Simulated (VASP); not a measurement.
A run of VASP 6.6.1 is set up as follows.

The input INCAR:

```
PREC     = Accurate       # precision mode
ENCUT    = 520            # plane-wave cutoff, eV
EDIFF    = 1E-7           # SCF threshold, eV
ISMEAR   = -1             # smearing method
SIGMA    = 0.1            # smearing width, eV
LREAL    = False          # projectors in reciprocal space
LASPH    = True           # aspherical terms in the spheres
NELM     = 60             # most SCF steps
ALGO     = Normal         # electronic algorithm
ISIF     = 2              # what is computed and relaxed
LWAVE    = False          # write WAVECAR
LCHARG   = False          # write CHGCAR
GGA      = PE             # functional
NBANDS   = 11             # bands
```

Contents of KPOINTS:

```
regular mesh
0
Gamma
  10 10 10
```

The input POSCAR:

```
Ba
1.0
    0.0000000000      2.4362750038      2.4362750038
    2.4362750038      0.0000000000      2.4362750038
    2.4362750038      2.4362750038      0.0000000000
Ba
1
Direct
    0.0000000000      0.0000000000      0.0000000000
```

Potentials or basis: VASP PAW PBE potentials, release 64 (Ba_sv).

Command:

```bash
$ cat potpaw_PBE.64/Ba_sv/POTCAR > POTCAR
$ mpirun -np 1 vasp_std > vasp.out
```

Q: Estimate the band gap on the k mesh.

A: Zero (band 5 reaches 6.30 eV, above the bottom of band 6 at 3.67 eV).

Q: What does it give for the pressure?

A: 19.9 GPa.

Caveat: spin-orbit coupling is left out, which moves the levels of the heavy elements.
